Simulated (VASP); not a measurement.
Crystal: In.

```
In
1.0
    -1.62974    1.62974    2.49290
     1.62974   -1.62974    2.49290
     1.62974    1.62974   -2.49290
In
1
Direct
  0.00000 0.00000 0.00000
```

| Property | Result |
| --- | --- |
| Program | VASP 6.6.1 |
| Task | relaxation of cell and atoms |
| Functional | PBEsol |
| Potentials or basis | VASP PAW PBE potentials, release 64 (In_d) |
| Cutoff | 600 eV |
| k mesh | 18 × 18 × 18 |
| Occupations | gaussian, width 0.1 eV |
| Spin | no spin polarisation |

At the start: pressure -1.5 GPa; volume 26.48 Å³/atom.

Question: How do energy, volume and symmetry change on relaxing?

Answer: Over 17 steps the energy falls by 5.2 meV/atom and the volume is 25.53 Å³/atom (-3.6 %); space group I4/mmm (No. 139, to 0.1 Å) before and after.

Step by step:
```csv
step,energy change (eV),largest force (eV/Å),pressure (GPa),volume (Å³)
1,0.0000,0.0000,-1.47,26.48
2,-0.0045,0.0000,0.06,25.57
3,-0.0045,0.0000,-0.13,25.59
4,-0.0046,0.0000,-0.02,25.57
5,-0.0050,0.0000,0.04,25.53
6,-0.0049,0.0000,0.28,25.42
7,-0.0052,0.0000,0.07,25.49
8,-0.0052,0.0000,0.02,25.48
9,-0.0051,0.0000,0.16,25.45
10,-0.0052,0.0000,0.06,25.48
11,-0.0052,0.0000,-0.02,25.54
12,-0.0052,0.0000,0.02,25.52
13,-0.0052,0.0000,-0.01,25.53
14,-0.0052,0.0000,0.01,25.52
15,-0.0052,0.0000,-0.08,25.54
16,-0.0052,0.0000,-0.04,25.53
17,-0.0052,0.0000,0.01,25.53
```

Final structure:
```xyz
1
Lattice="-1.5975 1.5975 2.5010 1.5975 -1.5975 2.5010 1.5975 1.5975 -2.5010" Properties=species:S:1:pos:R:3 pbc="T T T"
In    0.0000    0.0000    0.0000
```

Caveat: the PAW data sets were made with another functional, which shifts forces and pressure a little.
